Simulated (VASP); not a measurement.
Input of a VASP 6.6.1 run:

INCAR

```
SYSTEM = MgO
PREC = Accurate ; ENCUT = 600
EDIFF = 1E-6 ; ISMEAR = -5
SIGMA = 0.1 ; LREAL = .False.
LASPH = .True. ; NELM = 120
ALGO = Normal ; ISIF = 2
LWAVE = .False. ; LCHARG = .False.
GGA = PE ; NBANDS = 11
GGA_COMPAT = .False.
```

The input KPOINTS:

```
regular mesh
0
Gamma
  8 8 8
  0 0 0
```

File POSCAR:

```
MgO
1.0
    0.0000000000      2.1110000000      2.1110000000
    2.1110000000      0.0000000000      2.1110000000
    2.1110000000      2.1110000000      0.0000000000
Mg O
1 1
Direct
    0.0000000000      0.0000000000      0.0000000000
    0.5000000000      0.5000000000      0.5000000000
```

Potentials or basis: VASP PAW PBE potentials, release 64 (Mg, O).

The run is started by

```console
$ cat potpaw_PBE.64/Mg/POTCAR potpaw_PBE.64/O/POTCAR > POTCAR
$ mpirun -np 1 vasp_std > vasp.out
```

Question: What does it give for the band gap on the k mesh?

Answer: 4.66 eV, direct.

Question: What does it give for the pressure?

Answer: 2.5 GPa.

**Experimental background.**

From “Electronic structure of alkaline earth and post-transition metal oxides”, 2009, arxiv:0908.1581, for a bulk crystal of MgO: band gap 7.83 eV.

Measured gap of MgO: 7.83 eV (quoted in “Electronic structure of alkaline earth and post-transition metal oxides”, 2009, arxiv:0908.1581). This calculation gives 4.66 eV (-3.17 eV). The value is that of PBE, without temperature or zero-point motion. Semilocal functionals fall short of measured gaps as a rule.
